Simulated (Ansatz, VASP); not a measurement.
TaN: VASP beside Ansatz

```
Ta N
1.0
     3.02754    0.00000    0.00000
    -1.51377    2.62193    0.00000
     0.00000    0.00000    4.88499
Ta N
2 2
Direct
  0.00000 0.00000 0.00000
  0.00000 0.00000 0.50000
  0.33333 0.66667 0.25000
  0.66667 0.33333 0.75000
```

Change from the starting cell: volume scaled by 0.98.

Alike in both runs: task single point; functional PBEsol; k mesh 9 × 9 × 5; occupations fermi-dirac, width 0.01 eV; no spin polarisation.

```csv
,VASP,Ansatz
version,VASP 6.6.1,Ansatz 0.2.0
potentials or method,"VASP PAW PBE potentials, release 64 (Ta_pv, N), cutoff 520 eV","all-electron LAPW, scalar-relativistic"
```

```csv
,VASP,Ansatz,Ansatz less VASP
pressure (GPa),61.2,58.7,-2.52
"traceless stress, the component that is largest in VASP (GPa)",59.98,59.11,-0.868
```

VASP's potentials were made for PBE, not for PBEsol. Both programs put the cell under a high pressure, so it lies far from rest at this level. Ansatz ran all-electron here, and VASP with PAW potentials.

Spin-orbit coupling is off throughout. Noted on VASP's run: the cell as given lies far from equilibrium.
